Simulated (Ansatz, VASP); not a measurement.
**Ta2SiO3 in VASP and in Ansatz**

```xyz
6
Lattice="6.5902 0.0000 0.0000 -3.2951 5.7073 0.0000 0.0000 0.0000 2.8147" Properties=species:S:1:pos:R:3 pbc="T T T"
Ta    0.0000    3.8049    1.4074
Ta    3.2951    1.9024    1.4074
Si    0.0000    0.0000    0.0000
O     3.2951    0.0000    1.4074
O    -1.6476    2.8536    1.4074
O     1.6476    2.8536    1.4074
```

Alike in both runs: task single point; functional PBE; k mesh 3 × 3 × 6; occupations gaussian, width 0.1 eV; collinear spin.

|  | VASP | Ansatz |
| --- | --- | --- |
| version | VASP 6.6.1 | Ansatz 0.2.0 |
| potentials or method | VASP PAW PBE potentials, release 64 (Ta_pv, Si, O), cutoff 520 eV | scalar-relativistic, plane waves, PAW |
| valence electrons in the cell | 44 | 48 |

```tsv
	VASP	Ansatz	Ansatz less VASP
gap on the k mesh at the Fermi level (eV)	none	none	-
pressure (GPa)	1.2	0.7	-0.54
traceless stress, the component that is largest in VASP (GPa)	0.21	0.85	+0.642
net moment per atom (μB)	0.15	0.15	-0.001
size of the moment on the site where the two differ most (μB)	0.27	0.43	+0.158
```

Site moments also hang on the region over which each program counts them. A gap of «none» marks a metal or a gap that the smearing closes. VASP's potentials hold 44 valence electrons a cell and Ansatz's 48, so a difference there can come from the potentials and not from the codes.

The k mesh is coarse, so the values compare programs but aren't converged. Neither program's run includes spin-orbit coupling.
